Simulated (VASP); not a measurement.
# AlGa5P6 (P31m) in VASP: relaxation of cell and atoms with PBE

Aim: the relaxation of cell and atoms of AlGa5P6 with PBE.

All numbers are computed with VASP 6.6.1; they aren't measurements. Logs are shortened: lines on timing, memory, paths and dates and some standing lists are left out, and cuts for length are marked.

**1. The cell of the first run**

Symmetry: P31m, No. 157, trigonal system. The conventional cell has a = 6.726 Å, b = 6.726 Å, c = 6.394 Å, α = 90.00°, β = 90.00°, γ = 120.00°. Al (site symmetry 3m) has 4 P at 2.38 to 2.39 Å within 3.1 Å. Ga (site symmetry 3) has 4 P at 2.38 to 2.39 Å within 3.1 Å. Ga (site symmetry m) has 4 P at 2.38 to 2.39 Å within 3.1 Å. P (site symmetry 3) has 4 Ga at 2.38 to 2.39 Å within 3.1 Å. Within 3.2 Å of P (site symmetry 3m) lie 3 Ga at 2.38 Å and 1 Al at 2.39 Å. P (site symmetry m) has 1 Al at 2.38 Å and 3 Ga at 2.38 to 2.39 Å within 3.1 Å.

**2. Relaxation of cell and atoms, PBE**

Input file INCAR:

```
  ALGO = Normal
  EDIFF = 1E-6
  EDIFFG = -0.01
  ENCUT = 600
  GGA = PE
  IBRION = 2
  ISIF = 3
  ISMEAR = 0
  LASPH = T
  LCHARG = F
  LREAL = F
  LWAVE = F
  NELM = 100
  NSW = 100
  PREC = Accurate
  SIGMA = 0.02
```

Input file KPOINTS:

```
k-points
0
Gamma
  6 6 4
```

Input file POSCAR:

```
AlGa5P6
1.0
    6.7256190000      0.0000000000      0.0000000000
   -3.3628095000      5.8245569000      0.0000000000
    0.0000000000      0.0000000000      6.3939330000
Al Ga P
1 5 6
Direct
    0.0000000000      0.0000000000      0.4992170000
    0.3333333000      0.6666667000      0.4999590000
    0.6666667000      0.3333333000      0.4999590000
    0.0000000000      0.6666390000      0.0001440000
    0.6666390000      0.0000000000      0.0001440000
    0.3333610000      0.3333610000      0.0001440000
    0.3333333000      0.6666667000      0.8742550000
    0.0000000000      0.0000000000      0.8730110000
    0.6666667000      0.3333333000      0.8742550000
    0.0000000000      0.6669670000      0.3743040000
    0.6669670000      0.0000000000      0.3743040000
    0.3330330000      0.3330330000      0.3743040000
```

Potentials or basis: VASP PAW PBE potentials, release 64 (Al, Ga_d, P).

Command:

```bash
$ cat potpaw_PBE.64/Al/POTCAR potpaw_PBE.64/Ga_d/POTCAR potpaw_PBE.64/P/POTCAR > POTCAR
$ mpirun -np 1 vasp_std > vasp.out
```

OUTCAR:

```text
EDIFF = 1E-6
   EDIFFG = -0.01
   ENCUT = 600
   GGA = PE
   IBRION = 2
   ISIF = 3
   ISMEAR = 0
   LASPH = T
   LREAL = F
   NELM = 100
   NSW = 100
   PREC = Accurate

 ion  position               nearest neighbor table
   1  0.000  0.000  0.499-  10 2.38  12 2.38  11 2.38   8 2.39
   2  0.333  0.667  0.500-  10 2.38  11 2.38  12 2.38   7 2.39
   3  0.667  0.333  0.500-  11 2.38  10 2.38  12 2.38   9 2.39
   4  0.000  0.667  0.000-   7 2.38   9 2.38   8 2.38  10 2.39
   5  0.667  0.000  0.000-   9 2.38   7 2.38   8 2.38  11 2.39
   6  0.333  0.333  0.000-   7 2.38   9 2.38   8 2.38  12 2.39
   7  0.333  0.667  0.874-   4 2.38   5 2.38   6 2.38   2 2.39
   8  0.000  0.000  0.873-   4 2.38   6 2.38   5 2.38   1 2.39
   9  0.667  0.333  0.874-   5 2.38   4 2.38   6 2.38   3 2.39
  10  0.000  0.667  0.374-   1 2.38   2 2.38   3 2.38   4 2.39
  11  0.667  0.000  0.374-   1 2.38   3 2.38   2 2.38   5 2.39
  12  0.333  0.333  0.374-   1 2.38   2 2.38   3 2.38   6 2.39

  LATTYP: Found a hexagonal cell.
 ALAT       =     6.7256190000
 C/A-ratio  =     0.9506832011

  Lattice vectors:

 A1 = (   6.7256190000,   0.0000000000,   0.0000000000)
 A2 = (  -3.3628095000,   5.8245569000,   0.0000000000)
 A3 = (   0.0000000000,   0.0000000000,   6.3939330000)

Analysis of symmetry for initial positions (statically):
=====================================================================
 Subroutine PRICEL returns:
 Original cell was already a primitive cell.

 Routine SETGRP: Setting up the symmetry group for a
 hexagonal supercell.

 Subroutine GETGRP returns: Found  6 space group operations
 (whereof  6 operations were pure point group operations)
 out of a pool of 24 trial point group operations.

The static configuration has the point symmetry C_3v.

Analysis of symmetry for dynamics (positions and initial velocities):
=====================================================================
 Subroutine PRICEL returns:
 Original cell was already a primitive cell.

 Routine SETGRP: Setting up the symmetry group for a
 hexagonal supercell.

 Subroutine GETGRP returns: Found  6 space group operations
 (whereof  6 operations were pure point group operations)
 out of a pool of 24 trial point group operations.

The dynamic configuration has the point symmetry C_3v.

 Subroutine INISYM returns: Found  6 space group operations
 (whereof  6 operations are pure point group operations),
 and found     1 'primitive' translations

----------------------------------------------------------------------------------------

                                     Primitive cell

  volume of cell :     250.4743

  direct lattice vectors                    reciprocal lattice vectors
     6.725619000  0.000000000  0.000000000     0.148685199  0.085843440  0.000000000
    -3.362809500  5.824556900  0.000000000     0.000000000  0.171686880  0.000000000
     0.000000000  0.000000000  6.393933000     0.000000000  0.000000000  0.156398261

  length of vectors
     6.725619000  6.725618991  6.393933000     0.171686880  0.171686880  0.156398261

  position of ions in fractional coordinates (direct lattice)
     0.000000000  0.000000000  0.499217000
     0.333333300  0.666666700  0.499959000
     0.666666700  0.333333300  0.499959000
     0.000000000  0.666639000  0.000144000
     0.666639000  0.000000000  0.000144000
     0.333361000  0.333361000  0.000144000
     0.333333300  0.666666700  0.874255000
     0.000000000  0.000000000  0.873011000
     0.666666700  0.333333300  0.874255000
     0.000000000  0.666967000  0.374304000
     0.666967000  0.000000000  0.374304000
     0.333033000  0.333033000  0.374304000

  ion indices of the primitive-cell ions
   primitive index   ion index
                 1           1
                 2           2
                 3           3
                 4           4
                 5           5
                 6           6
                 7           7
                 8           8
                 9           9
                10          10
                11          11
                12          12

----------------------------------------------------------------------------------------

 KPOINTS: k-points

Automatic generation of k-mesh.
 Grid dimensions read from file:
 generate k-points for:    6    6    4

 Generating k-lattice:

  Cartesian coordinates                     Fractional coordinates (reciprocal lattice)
     0.024780867  0.014307240  0.000000000     0.166666667  0.000000000  0.000000000
     0.000000000  0.028614480  0.000000000     0.000000000  0.166666667  0.000000000
     0.000000000  0.000000000  0.039099565     0.000000000  0.000000000  0.250000000

  Length of vectors
     0.028614480  0.028614480  0.039099565

  Shift w.r.t. Gamma in fractional coordinates (k-lattice)
     0.000000000  0.000000000  0.000000000

 Subroutine IBZKPT returns following result:
 ===========================================

 Found     24 irreducible k-points:

 Following reciprocal coordinates:
            Coordinates               Weight
  0.000000  0.000000  0.000000      1.000000
  0.166667  0.000000  0.000000      6.000000
  0.333333  0.000000  0.000000      6.000000
  0.500000  0.000000  0.000000      3.000000
  0.166667  0.166667  0.000000      6.000000
  0.333333  0.166667  0.000000     12.000000
[... 16 lines left out ...]
  0.333333  0.166667  0.500000     12.000000
  0.333333  0.333333  0.500000      2.000000
   k-points           NKPTS =     24   k-points in BZ     NKDIM =     24   number of bands    NBANDS=     58
   number of dos      NEDOS =    301   number of ions     NIONS =     12
   total plane-waves  NPLWV = 157464
   dimension x,y,z NGX =    54 NGY =   54 NGZ =   54
   dimension x,y,z NGXF=   108 NGYF=  108 NGZF=  108
   ions per type =               1   5   6
   NGX,Y,Z   is equivalent  to a cutoff of  13.35, 13.35, 14.04 a.u.
   NGXF,Y,Z  is equivalent  to a cutoff of  26.70, 26.70, 28.08 a.u.
 SYSTEM =  unknown system
   PREC   = accura    normal or accurate (medium, high low for compatibility)
   ISTART =      0    job   : 0-new  1-cont  2-samecut
   ICHARG =      2    charge: 1-file 2-atom 10-const
   ISPIN  =      1    spin polarized calculation?
   LNONCOLLINEAR =      F non collinear calculations
   LSORBIT =      F    spin-orbit coupling
   LASPH  =      T    aspherical Exc in radial PAW
   ENCUT  =  600.0 eV  44.10 Ry    6.64 a.u.  13.43 13.43 12.77*2*pi/ulx,y,z
   NELM   =    100;   NELMIN=  2; NELMDL= -5     # of ELM steps
   EDIFF  = 0.1E-05   stopping-criterion for ELM
   LREAL  =      F    real-space projection
   EDIFFG = -.1E-01   stopping-criterion for IOM
   NSW    =    100    number of steps for IOM
   IBRION =      2    ionic relax: 0-MD 1-quasi-New 2-CG
   NFREE  =      1    steps in history (QN), initial steepest desc. (CG)
   ISIF   =      3    stress and relaxation
   ISYM   =      2    0-nonsym 1-usesym 2-fastsym
   POTIM  = 0.5000    time-step for ionic-motion
   TEBEG  =    0.0;   TEEND  =   0.0 temperature during run
   PSTRESS=    0.0 pullay stress
   NELECT =      98.0000    total number of electrons
   NUPDOWN=      -1.0000    fix difference up-down
   EMIN   =  10.00;   EMAX   =-10.00  energy-range for DOS
   EFERMI =   0.00;   METHOD = LEGACY
   ISMEAR =     0;   SIGMA  =   0.02  broadening in eV -4-tet -1-fermi 0-gaus
   EFERMI_NEDOS =   21; number of points for ismear=-14 and -15
   IALGO  =     38    algorithm
   IMIX   =      4    mixing-type and parameters
     AMIX     =   0.40;   BMIX     =  1.00
     AMIX_MAG =   1.60;   BMIX_MAG =  1.00
  volume/ion in A,a.u.               =      20.87       140.86
  Fermi-wavevector in a.u.,A,eV,Ry     =   1.197372  2.262705 19.506670  1.433700
  Thomas-Fermi vector in A             =   2.333289
   LORBIT       =      0    0 simple, 1 ext, 2 COOP (PROOUT), +10 PAW based schemes
   GGA     = PE    functional components
   LHFCALC =     F    Hartree Fock is set to
   AEXX    =    0.0000 exact exchange contribution
   IVDW    =     0    specifies the selected vdW correction
   LEPSILON=     F    determine dielectric tensor
   LRPA    =     F    only Hartree local field effects (RPA)
 conjugate gradient relaxation of ions
 non-spin polarized calculation
 Gauss-broadening in eV      SIGMA  =   0.02
  energy-cutoff  :      600.00
  volume of cell :      250.47
 maximum number of plane-waves:      8407
 NGX is ok and might be reduce to    54
   NGX = 27   NGY = 27   NGZ = 25

 number of electron      98.0000035 magnetization

 Free energy of the ion-electron system (eV)
  ---------------------------------------------------
  ext. energy  EPLUGINS =         0.00000000
  ---------------------------------------------------
  free energy    TOTEN  =       -55.89796209 eV

  energy without entropy =      -55.89796209  energy(sigma->0) =      -55.89796209

 E-fermi :   4.5305     XC(G=0):  -9.5914

 val. band max:        4.4342214870   @ k =   0.0000   0.0000   0.0000
 cond. band min:       5.8329612472   @ k =   0.0000   0.0000   0.0000
 fundamental gap:      1.3987397602
 Fermi energy:         4.5304652402

 k-point     1 :       0.0000    0.0000    0.0000
  band No.  band energies     occupation
      1     -10.1810      2.00000
      2     -10.1749      2.00000
      3     -10.1564      2.00000
      4     -10.1564      2.00000
      5     -10.1376      2.00000
      6     -10.0872      2.00000
[... 50 lines left out ...]
     57       9.3315      0.00000
     58       9.3459      0.00000

 k-point     2 :       0.1667    0.0000    0.0000
  band No.  band energies     occupation
      1     -10.1824      2.00000
      2     -10.1753      2.00000
      3     -10.1590      2.00000
      4     -10.1527      2.00000
      5     -10.1378      2.00000
      6     -10.0921      2.00000
[... 50 lines left out ...]
     57       8.8205      0.00000
     58       8.8958      0.00000

 k-point     3 :       0.3333    0.0000    0.0000
  band No.  band energies     occupation
      1     -10.1848      2.00000
      2     -10.1754      2.00000
      3     -10.1637      2.00000
      4     -10.1462      2.00000
      5     -10.1375      2.00000
      6     -10.1041      2.00000
[... 1216 lines left out ...]
      3     -10.1629      2.00000
      4     -10.1445      2.00000
      5     -10.1351      2.00000
      6     -10.1275      2.00000
[... 50 lines left out ...]
     57       7.9065      0.00000
     58       8.4199      0.00000

 k-point    24 :       0.3333    0.3333    0.5000
  band No.  band energies     occupation
      1     -10.1701      2.00000
      2     -10.1701      2.00000
      3     -10.1701      2.00000
      4     -10.1373      2.00000
      5     -10.1362      2.00000
      6     -10.1362      2.00000
[... 50 lines left out ...]
     57       8.1219      0.00000
     58       8.2089      0.00000

------------------------ aborting loop because EDIFF is reached ----------------------------------------

  FORCE on cell =-STRESS in cart. coord.  units (eV):
  Direction    XX          YY          ZZ          XY          YZ          ZX
  --------------------------------------------------------------------------------------
  -------------------------------------------------------------------------------------
  Total       -0.0574740     -0.0574740     -0.0086524      0.0000000      0.0000000     -0.0000000
  in kB       -0.3676363     -0.3676363     -0.0553456      0.0000000      0.0000000     -0.0000000
  external PRESSURE =      -0.2635394 kB  Pullay stress =       0.0000000 kB

 VOLUME and BASIS-vectors are now :
 -----------------------------------------------------------------------------
  energy-cutoff  :      600.00
  volume of cell :      250.47
      direct lattice vectors                 reciprocal lattice vectors
     6.725619000  0.000000000  0.000000000     0.148685199  0.085843440  0.000000000
    -3.362809500  5.824556900  0.000000000     0.000000000  0.171686880  0.000000000
     0.000000000  0.000000000  6.393933000     0.000000000  0.000000000  0.156398261

 POSITION                                       TOTAL-FORCE (eV/Angst)
 -----------------------------------------------------------------------------------
      0.00000      0.00000      3.19196         0.000000     -0.000000      0.000931
     -0.00000      3.88304      3.19670         0.000000      0.000000     -0.002341
      3.36281      1.94152      3.19670         0.000000      0.000000     -0.002341
     -2.24178      3.88288      0.00092         0.000016     -0.000027     -0.001439
      4.48356      0.00000      0.00092        -0.000031     -0.000000     -0.001439
      1.12103      1.94168      0.00092         0.000016      0.000027     -0.001439
     -0.00000      3.88304      5.58993         0.000000     -0.000000      0.001532
      0.00000      0.00000      5.58197         0.000000      0.000000     -0.004805
      3.36281      1.94152      5.58993         0.000000      0.000000      0.001532
     -2.24288      3.88479      2.39327        -0.002526      0.004376      0.003269
      4.48577      0.00000      2.39327         0.005053      0.000000      0.003269
      1.11993      1.93977      2.39327        -0.002526     -0.004376      0.003269
 -----------------------------------------------------------------------------------
    total drift:                               -0.000002     -0.000003      0.000859

  FREE ENERGIE OF THE ION-ELECTRON SYSTEM (eV)
  ---------------------------------------------------
  free  energy   TOTEN  =       -55.8979620884 eV

  energy  without entropy=      -55.8979620884  energy(sigma->0) =      -55.89796209

 reached required accuracy - stopping structural energy minimisation
```

Run time: 15 min. Hardware: 1 thread of Oxide Virtual Turin-like, shared host; peak memory 0.58 GiB.

Results:

| Quantity | Value |
| --- | --- |
| Free energy | -55.8980 eV |
| Pressure after relaxing | 0.0 GPa |
| Largest force after relaxing | 0.006 eV/Å |
| Band gap on the k mesh | 1.40 eV |

Forces in eV/Å, atoms in the order of the input:
```
Al   0.000  0.000  0.001
Ga   0.000  0.000 -0.002
Ga   0.000  0.000 -0.002
Ga   0.000  0.000 -0.001
Ga   0.000  0.000 -0.001
Ga   0.000  0.000 -0.001
P    0.000  0.000  0.002
P    0.000  0.000 -0.005
P    0.000  0.000  0.002
P   -0.003  0.004  0.003
P    0.005  0.000  0.003
P   -0.003 -0.004  0.003
```

Final structure:
```xyz
12
Lattice="6.7256 0.0000 0.0000 -3.3628 5.8246 0.0000 0.0000 0.0000 6.3939" Properties=species:S:1:pos:R:3 pbc="T T T"
Al    0.0000    0.0000    3.1920
Ga    0.0000    3.8830    3.1967
Ga    3.3628    1.9415    3.1967
Ga   -2.2418    3.8829    0.0009
Ga    4.4836    0.0000    0.0009
Ga    1.1210    1.9417    0.0009
P     0.0000    3.8830    5.5899
P     0.0000    0.0000    5.5820
P     3.3628    1.9415    5.5899
P    -2.2429    3.8848    2.3933
P     4.4858    0.0000    2.3933
P     1.1199    1.9398    2.3933
```

Levels at points of the mesh, in eV from the valence-band top:
```tsv
k point	band 45	band 46	band 47	band 48	band 49	band 50	band 51	band 52	band 53	band 54
(0.00, 0.00, 0.00)	-1.14	-1.14	-0.16	0.00	0.00	1.40	1.90	2.31	2.31	3.76
(0.50, 0.00, 0.00)	-1.20	-1.17	-1.12	-1.11	-1.06	1.60	2.86	3.23	3.23	3.29
(0.00, 0.00, 0.50)	-1.59	-0.69	-0.69	-0.59	-0.59	2.11	2.16	2.43	2.43	2.53
(0.50, 0.00, 0.50)	-1.99	-1.98	-1.97	-1.96	-1.92	1.68	1.83	2.99	3.04	3.10
```

Caveat: the relaxation stopped at its first step, so nothing moved.
